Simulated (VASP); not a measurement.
# SrBe3F4 (P1) in VASP: single point with r2SCAN

Aim: the single point of SrBe3F4 with r2SCAN.

Everything below comes from runs of VASP 6.6.1. Logs are shortened: lines on timing, memory, paths and dates and some standing lists are left out, and cuts for length are marked.

### Step 1. The cell of the first run

The typed cell holds 16 atoms: a = 4.926 Å, b = 4.787 Å, c = 9.269 Å, α = 90.33°, β = 90.69°, γ = 119.07°.

### Step 2. Single point, r2SCAN

Contents of POSCAR:

```
SrBe3F4
1.0
    4.9250491400      0.0796910100     -0.0288741100
   -2.3935104000      4.1456265900     -0.0137257700
   -0.0561005600     -0.0631829700      9.2688756100
F Be Sr
8 6 2
Direct
    0.6605590000      0.3247490000      0.2498420000
    0.3450750000      0.6650100000      0.7594200000
    0.6698300000      0.0075420000      0.0057360000
    0.3426260000      0.3111400000      0.4979770000
    0.9733070000      0.6660590000      0.9994230000
    0.6641520000      0.0334840000      0.5019410000
    0.3163360000      0.3410280000      0.9860790000
    0.0035920000      0.6574490000      0.5000400000
    0.0143730000      0.9911600000      0.0019090000
    0.0010660000      0.9995010000      0.4865380000
    0.3052410000      0.6468170000      0.5744660000
    0.3214960000      0.6443120000      0.9209650000
    0.6751920000      0.3311820000      0.0728320000
    0.6819710000      0.3079110000      0.4342420000
    0.3184980000      0.6319250000      0.2537420000
    0.6727010000      0.3318980000      0.7443810000
```

Contents of INCAR.step1:

```
SYSTEM = SrBe3F4
ALGO = Normal
EDIFF = 1E-4
ENCUT = 520
GGA = PE
ISMEAR = -1
LASPH = .True.
LCHARG = .False.
LREAL = Auto
LWAVE = .True.
NBANDS = 58
NELM = 100
PREC = Accurate
SIGMA = 0.1
```

Contents of INCAR.step2:

```
SYSTEM = SrBe3F4
ALGO = Normal
EDIFF = 1E-6
ENCUT = 520
ISIF = 2
ISMEAR = -1
ISTART = 1
LASPH = .True.
LCHARG = .False.
LMIXTAU = .True.
LREAL = Auto
LWAVE = .False.
METAGGA = R2SCAN
NBANDS = 58
NELM = 100
PREC = Accurate
SIGMA = 0.1
```

Contents of KPOINTS:

```
Automatic mesh
0
Gamma
  4 4 2
  0 0.5 0
```

Potentials or basis: VASP PAW PBE potentials, release 64 (F, Be, Sr_sv).

Started as:

```
$ cat potpaw_PBE.64/F/POTCAR potpaw_PBE.64/Be/POTCAR potpaw_PBE.64/Sr_sv/POTCAR > POTCAR
$ cp INCAR.step1 INCAR
$ mpirun -np 1 vasp_std > vasp.out
$ cp INCAR.step2 INCAR
$ mpirun -np 1 vasp_std > vasp.out
```

OUTCAR:

```text
SYSTEM = SrBe3F4
   EDIFF = 1E-6
   ENCUT = 520
   ISIF = 2
   ISMEAR = -1
   ISTART = 1
   LASPH = .True.
   LREAL = Auto
   METAGGA = R2SCAN
   NELM = 100
   PREC = Accurate

 ion  position               nearest neighbor table
   1  0.661  0.325  0.250-  13 1.64  14 1.72  15 2.72  15 2.83  15 2.90
   2  0.345  0.665  0.759-  12 1.50  11 1.72  16 2.77  16 2.80  16 2.90
   3  0.670  0.008  0.006-  13 1.65   9 1.74  12 1.91  16 2.88  15 2.94
   4  0.343  0.311  0.498-  10 1.62  14 1.79  11 1.84  16 2.76  15 2.78
   5  0.973  0.666  0.999-   9 1.47  13 1.71  12 1.92  16 2.81  15 2.94
   6  0.664  0.033  0.502-  14 1.42  10 1.75  11 1.97  16 2.64  15 2.93
   7  0.316  0.341  0.986-  12 1.56   9 1.62  13 1.95  15 2.84  16 2.88
   8  0.004  0.657  0.500-  10 1.65  11 1.65  14 1.75  16 2.81  15 2.81
   9  0.014  0.991  0.002-   5 1.47   7 1.62   3 1.74  15 3.53  15 3.62  16 3.63  16 3.72  16 3.74
[... 9 lines left out ...]
  14  0.682  0.308  0.434-   6 1.42   1 1.72   8 1.75   4 1.79  16 2.88  15 3.24  15 3.27  15 3.33

  15  0.318  0.632  0.254-   1 2.72   4 2.78   8 2.81   1 2.83   7 2.84   1 2.90   6 2.93   3 2.94
                             5 2.94  11 2.98  12 3.09  13 3.22  14 3.24  13 3.24  14 3.27  14 3.33
  16  0.673  0.332  0.744-   6 2.64   4 2.76   2 2.77   2 2.80   8 2.81   5 2.81   7 2.88  14 2.88
                             3 2.88   2 2.90  13 3.04  11 3.17  12 3.21  12 3.23  11 3.26  11 3.26

  LATTYP: Found a triclinic cell.
 ALAT       =     4.9258310936
 B/A-ratio  =     0.9718142439
 C/A-ratio  =     1.8817658485
 COS(alpha) =     0.0057441369
 COS(beta)  =     0.0176054040
 COS(gamma) =     0.4859181177

  Lattice vectors:

 A1 = (  -2.5315387400,  -4.2253176000,   0.0425998800)
 A2 = (   2.3935104000,  -4.1456265900,   0.0137257700)
 A3 = (  -0.0561005600,  -0.0631829700,   9.2688756100)

Analysis of symmetry for initial positions (statically):
=====================================================================
 Subroutine PRICEL returns:
 Original cell was already a primitive cell.

 Routine SETGRP: Setting up the symmetry group for a
 triclinic supercell.

 Subroutine GETGRP returns: Found  1 space group operations
 (whereof  1 operations were pure point group operations)
 out of a pool of  2 trial point group operations.

The static configuration has the point symmetry C_1 .

Analysis of symmetry for dynamics (positions and initial velocities):
=====================================================================
 Subroutine PRICEL returns:
 Original cell was already a primitive cell.

 Routine SETGRP: Setting up the symmetry group for a
[... 131 lines left out ...]
   ISIF   =      2    stress and relaxation
   ISYM   =      2    0-nonsym 1-usesym 2-fastsym
   POTIM  = 0.5000    time-step for ionic-motion
   TEBEG  =    0.0;   TEEND  =   0.0 temperature during run
   PSTRESS=    0.0 pullay stress
   NELECT =      88.0000    total number of electrons
   NUPDOWN=      -1.0000    fix difference up-down
   EMIN   =  10.00;   EMAX   =-10.00  energy-range for DOS
   EFERMI =   0.00;   METHOD = LEGACY
   ISMEAR =    -1;   SIGMA  =   0.10  broadening in eV -4-tet -1-fermi 0-gaus
   EFERMI_NEDOS =   21; number of points for ismear=-14 and -15
   IALGO  =     38    algorithm
   IMIX   =      4    mixing-type and parameters
     AMIX     =   0.40;   BMIX     =  1.00
     AMIX_MAG =   1.60;   BMIX_MAG =  1.00
  volume/ion in A,a.u.               =      11.94        80.56
  Fermi-wavevector in a.u.,A,eV,Ry     =   1.264422  2.389410 21.752478  1.598762
  Thomas-Fermi vector in A             =   2.397728
   LORBIT       =      0    0 simple, 1 ext, 2 COOP (PROOUT), +10 PAW based schemes
   METAGGA = R2SCAN    functional components
   LHFCALC =     F    Hartree Fock is set to
   AEXX    =    0.0000 exact exchange contribution
   IVDW    =     0    specifies the selected vdW correction
   LEPSILON=     F    determine dielectric tensor
   LRPA    =     F    only Hartree local field effects (RPA)
 non-spin polarized calculation
  energy-cutoff  :      520.00
  volume of cell :      191.00
 maximum number of plane-waves:      5165
 NGX is ok and might be reduce to    40
   NGX = 19   NGY = 17   NGZ = 35

 number of electron      87.9999967 magnetization

 Free energy of the ion-electron system (eV)
  ---------------------------------------------------
  ext. energy  EPLUGINS =         0.00000000
  ---------------------------------------------------
  free energy    TOTEN  =      -103.00885619 eV

  energy without entropy =     -102.87067474  energy(sigma->0) =     -102.93976547

 E-fermi :   6.8588     XC(G=0): -10.2678

 val. band max:        6.8179809717   @ k =   0.2500   0.3750   0.5000
 cond. band min:       6.8597431932   @ k =   0.5000   0.1250   0.5000
 fundamental gap:      0.0417622215
 Fermi energy:         6.8587522447

 k-point     1 :      -0.0000    0.1250   -0.0000
  band No.  band energies     occupation
      1     -32.1884      2.00000
      2     -31.9531      2.00000
      3     -25.6420      2.00000
      4     -25.5653      2.00000
      5     -25.2790      2.00000
      6     -25.2220      2.00000
[... 933 lines left out ...]
     55      10.1369      0.00000
     56      10.4265      0.00000
 [bands above 56 left out]

------------------------ aborting loop because EDIFF is reached ----------------------------------------

  FORCE on cell =-STRESS in cart. coord.  units (eV):
  Direction    XX          YY          ZZ          XY          YZ          ZX
  --------------------------------------------------------------------------------------
  -------------------------------------------------------------------------------------
  Total       17.5853952     19.5334344     16.2763814     -1.1642356     -0.2594047      0.7454845
  in kB      147.5133406    163.8542744    136.5328088     -9.7660750     -2.1759909      6.2534224
  external PRESSURE =     149.3001412 kB  Pullay stress =       0.0000000 kB

 VOLUME and BASIS-vectors are now :
 -----------------------------------------------------------------------------
  energy-cutoff  :      520.00
  volume of cell :      191.00
      direct lattice vectors                 reciprocal lattice vectors
     4.925049140  0.079691010 -0.028874110     0.201175929  0.116157172  0.002009439
    -2.393510400  4.145626590 -0.013725770    -0.003857723  0.238996089  0.001605811
    -0.056100560 -0.063182970  9.268875610     0.000620984  0.000715765  0.107896589

 POSITION                                       TOTAL-FORCE (eV/Angst)
 -----------------------------------------------------------------------------------
      2.46198      1.38314      2.29222         0.179105      0.074741      0.058594
      0.06520      2.73640      7.01988         0.040687      0.031651     -0.595501
      3.28057      0.08428      0.03372         0.214548      0.248607     -0.042771
      0.91480      1.28571      4.60152         1.809285      0.150779     -0.335204
      3.14330      2.77565      9.22628         0.279401     -3.356295      0.130815
      3.16268      0.16002      4.63279        -0.665568     -1.070805      1.047008
[... 8 lines left out ...]
      0.04186      2.62907      2.33403         0.099840      0.148058     -0.185446
      2.47692      1.38250      6.87560        -0.182358     -0.101000      0.310066
 -----------------------------------------------------------------------------------
    total drift:                               -0.008418     -0.001584      0.000160

  FREE ENERGIE OF THE ION-ELECTRON SYSTEM (eV)
  ---------------------------------------------------
  free  energy   TOTEN  =      -103.0088561908 eV

  energy  without entropy=     -102.8706747404  energy(sigma->0) =     -102.93976547
```

OUTCAR.step1:

```text
SYSTEM = SrBe3F4
   EDIFF = 1E-4
   ENCUT = 520
   GGA = PE
   ISMEAR = -1
   LASPH = .True.
   LREAL = Auto
   NELM = 100
[... 1213 lines left out ...]
      3.16268      0.16002      4.63279        -0.223185     -1.417505      1.105601
[... 8 lines left out ...]
      0.04186      2.62907      2.33403         0.098018      0.138926     -0.198580
      2.47692      1.38250      6.87560        -0.144010     -0.095343      0.321537
 -----------------------------------------------------------------------------------
    total drift:                               -0.006630     -0.007834      0.000468

  FREE ENERGIE OF THE ION-ELECTRON SYSTEM (eV)
  ---------------------------------------------------
  free  energy   TOTEN  =       -60.5283420633 eV

  energy  without entropy=      -60.3668890875  energy(sigma->0) =      -60.44761558
```

OSZICAR.step1:

```text
N       E                     dE             d eps       ncg     rms          rms(c)
DAV:   1     0.611118461041E+03    0.61112E+03   -0.47830E+04  1856   0.145E+03
DAV:   2    -0.137214903835E+02   -0.62484E+03   -0.61004E+03  2248   0.358E+02
DAV:   3    -0.613119863016E+02   -0.47590E+02   -0.46416E+02  2584   0.951E+01
DAV:   4    -0.630815906009E+02   -0.17696E+01   -0.17492E+01  2768   0.141E+01
DAV:   5    -0.631441208252E+02   -0.62530E-01   -0.62395E-01  2448   0.206E+00    0.237E+01
DAV:   6    -0.605576788008E+02    0.25864E+01   -0.11843E+01  2296   0.151E+01    0.134E+01
DAV:   7    -0.605264653014E+02    0.31213E-01   -0.48747E-01  2224   0.315E+00    0.588E+00
DAV:   8    -0.605303062468E+02   -0.38409E-02   -0.13738E-01  2328   0.163E+00    0.643E-01
DAV:   9    -0.605279357473E+02    0.23705E-02   -0.23314E-02  2312   0.583E-01    0.353E-01
DAV:  10    -0.605282895228E+02   -0.35378E-03   -0.53006E-03  2544   0.304E-01    0.149E-01
DAV:  11    -0.605283420633E+02   -0.52541E-04   -0.64250E-04  1960   0.118E-01
   1 F= -.60528342E+02 E0= -.60447616E+02  d E =-.161453E+00
```

Run time: 9.9 min. Hardware: 1 thread of AMD EPYC 9R45 (Zen 5), shared host; peak memory 0.35 GiB.

What came out:

- Free energy: -103.0089 eV
- Pressure: 14.9 GPa
- Largest force: 3.537 eV/Å
- Band gap on the k mesh: zero (band 44 reaches 7.19 eV, above the bottom of band 45 at 6.74 eV)

Forces in eV/Å, atoms in the order of the input:
```
F    0.179  0.075  0.059
F    0.041  0.032 -0.596
F    0.215  0.249 -0.043
F    1.809  0.151 -0.335
F    0.279 -3.356  0.131
F   -0.666 -1.071  1.047
F    0.435  1.314 -0.349
F    0.366 -0.737  0.073
Be  -0.960  1.506  0.317
Be  -0.564  0.013 -0.363
Be   0.416 -0.660  1.221
Be  -0.250  0.961 -0.028
Be  -0.035 -0.772  1.201
Be  -1.184  2.250 -2.459
Sr   0.100  0.148 -0.185
Sr  -0.182 -0.101  0.310
```

Stress tensor (GPa, compression positive):
```
14.75 -0.98  0.63
-0.98 16.39 -0.22
 0.63 -0.22 13.65
```

Levels at points of the mesh, in eV from the Fermi level:
| k point | band 41 | band 42 | band 43 | band 44 | band 45 | band 46 | band 47 | band 48 |
| --- | --- | --- | --- | --- | --- | --- | --- | --- |
| (0.00, 0.12, 0.00) | -3.48 | -1.61 | -1.47 | 0.18 | 0.96 | 1.11 | 1.31 | 1.44 |

Caveat: the k points lie up to 0.38 Å⁻¹ apart; the PAW data sets were made with another functional, which shifts forces and pressure a little.
